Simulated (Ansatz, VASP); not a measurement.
## Al2H in VASP and in Ansatz

```xyz
6
Lattice="4.4144 0.0000 0.0000 0.0000 4.8806 0.0000 0.0000 0.0000 2.9302" Properties=species:S:1:pos:R:3 pbc="T T T"
Al    1.1166    3.2151    0.0000
Al    3.2978    1.6655    0.0000
Al    1.0906    0.7748    1.4651
Al    3.3239    4.1058    1.4651
H     0.0000    0.0000    0.0000
H     2.2072    2.4403    1.4651
```

Change from the starting cell: species swapped into the Fe2C type (Pnnm, No. 58).

Alike in both runs: task single point; functional PBE; k mesh 4 × 4 × 6; occupations gaussian, width 0.1 eV; no spin polarisation.

|  | VASP | Ansatz |
| --- | --- | --- |
| version | VASP 6.6.1 | Ansatz 0.2.0 |
| potentials or method | VASP PAW PBE potentials, release 64 (Al, H), cutoff 520 eV | scalar-relativistic, plane waves, PAW |
| valence electrons in the cell | 14 | 14 |

VASP gave:

| Quantity | Value |
| --- | --- |
| gap on the k mesh at the Fermi level (eV) | none |
| pressure (GPa) | 12.6 |
| traceless stress, the component that is largest in VASP (GPa) | 3.01 |
| rms of the force components (eV/Å) | 0.246 |

Task: What did Ansatz give for the same quantities?

Result: gap on the k mesh at the Fermi level (eV): none; pressure (GPa): 12.8; traceless stress, the component that is largest in VASP (GPa): 3.01; rms of the force components (eV/Å): 0.246.

Atom by atom the forces differ by 0.001 eV/Å (rms over components). A gap of «none» marks a metal or a gap that the smearing closes. With one functional, cell and mesh, what is left measures potentials, basis and numerics.
